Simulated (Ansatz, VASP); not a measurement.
## One calculation of AgI, two programs

The input INCAR:

```
ALGO = Normal
EDIFF = 1E-6
ENCUT = 500
GGA = PE
GGA_COMPAT = False
ISIF = 2
ISMEAR = 0
LASPH = True
LCHARG = False
LREAL = False
LWAVE = False
NBANDS = 16
NELM = 120
PREC = Accurate
SIGMA = 0.01
```

The input KPOINTS:

```
k-points
0
Gamma
  6 6 6
```

Contents of POSCAR:

```
AgI
1.0
    0.0000000000      3.2813485443      3.2813485443
    3.2813485443      0.0000000000      3.2813485443
    3.2813485443      3.2813485443      0.0000000000
Ag I
1 1
Direct
    0.0000000000      0.0000000000      0.0000000000
    0.2500000000      0.2500000000      0.2500000000
```

Input for Ansatz:

```yaml
crystal:
  lattice:
    - [0.0, 3.2813485443, 3.2813485443]
    - [3.2813485443, 0.0, 3.2813485443]
    - [3.2813485443, 3.2813485443, 0.0]
  atoms:
    - { symbol: Ag, position: [0.0, 0.0, 0.0] }
    - { symbol: I, position: [0.25, 0.25, 0.25] }
kpoints:
  mp_grid: { grid: [6, 6, 6] }
hamiltonian:
  xc: pbe
scf:
  occupations: { method: fixed }
  n_extra_bands: 4
output:
  forces: true
  stress: true
  eigenvalues: true
```

Alike in both runs: task single point; functional PBE; k mesh 6 × 6 × 6; no spin polarisation.

```csv
,VASP,Ansatz
version,VASP 6.6.1,Ansatz 0.2.0
potentials or method,"VASP PAW PBE potentials, release 64 (Ag, I)","plane waves, PAW"
plane-wave cutoff (eV),500,420
occupations,"gaussian, width 0.01 eV",fixed
valence electrons in the cell,18,36
```

|  | VASP | Ansatz | Ansatz less VASP |
| --- | --- | --- | --- |
| gap on the k mesh at the Fermi level (eV) | 1.34 | 1.34 | -0.003 |
| pressure (GPa) | 0.8 | 0.8 | +0.04 |

VASP's potentials hold 18 valence electrons a cell and Ansatz's 36, so a difference there can come from the potentials and not from the codes.

Spin-orbit coupling is off throughout.
